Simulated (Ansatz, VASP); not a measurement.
Two plane-wave programs on MnO

INCAR

```
ALGO = Normal
EDIFF = 1E-7
ENCUT = 520
GGA = PS
ISIF = 2
ISMEAR = 0
ISPIN = 2
LASPH = T
LCHARG = F
LMAXMIX = 4
LORBIT = 11
LREAL = F
LWAVE = F
MAGMOM = 4.41 0.25
NBANDS = 20
NELM = 150
PREC = Accurate
SIGMA = 0.15
```

KPOINTS

```
k-points
0
Gamma
  20 20 20
```

POSCAR

```
MnO
1.0
   -0.1062322841      2.1701738039      2.1701738039
    2.1701738039     -0.1062322841      2.1701738039
    2.1701738039      2.1701738039     -0.1062322841
Mn O
1 1
Direct
    0.0000000000      0.0000000000      0.0000000000
    0.5000000000      0.5000000000      0.5000000000
```

Input for Ansatz:

```yaml
crystal:
  lattice:
    - [-0.1062322841, 2.1701738039, 2.1701738039]
    - [2.1701738039, -0.1062322841, 2.1701738039]
    - [2.1701738039, 2.1701738039, -0.1062322841]
  atoms:
    - { symbol: Mn, position: [0.0, 0.0, 0.0], spin: 4.41 }
    - { symbol: O, position: [0.5, 0.5, 0.5], spin: 0.25 }
basis:
  ecutwfc: 420
kpoints:
  mp_grid: { grid: [20, 20, 20] }
hamiltonian:
  xc: pbesol
scf:
  occupations: { method: gaussian, width: 0.15 }
output:
  forces: true
  stress: true
  eigenvalues: true
  populations: true
magnetization:
  spin_polarized: true
```

Alike in both runs: task single point; functional PBEsol; k mesh 20 × 20 × 20; occupations gaussian, width 0.15 eV; collinear spin.

|  | VASP | Ansatz |
| --- | --- | --- |
| version | VASP 6.6.1 | Ansatz 0.2.0 |
| potentials or method | VASP PAW PBE potentials, release 64 (Mn_pv, O), cutoff 520 eV | scalar-relativistic, plane waves, PAW |
| valence electrons in the cell | 19 | 21 |

Ansatz gave:

```
gap on the k mesh at the Fermi level (eV)                     : none
pressure (GPa)                                                : -7.9
traceless stress, the component that is largest in VASP (GPa) : 2.95
net moment per atom (μB)                                      : 2.36
size of the moment on the site where the two differ most (μB) : 4.00
```

What did VASP give for the same quantities?

gap on the k mesh at the Fermi level (eV): none; pressure (GPa): -7.6; traceless stress, the component that is largest in VASP (GPa): 2.96; net moment per atom (μB): 2.36; size of the moment on the site where the two differ most (μB): 4.29.

VASP's potentials were made for PBE, not for PBEsol. Site moments also hang on the region over which each program counts them. A gap of «none» marks a metal or a gap that the smearing closes. VASP's potentials hold 19 valence electrons a cell and Ansatz's 21, so a difference there can come from the potentials and not from the codes.
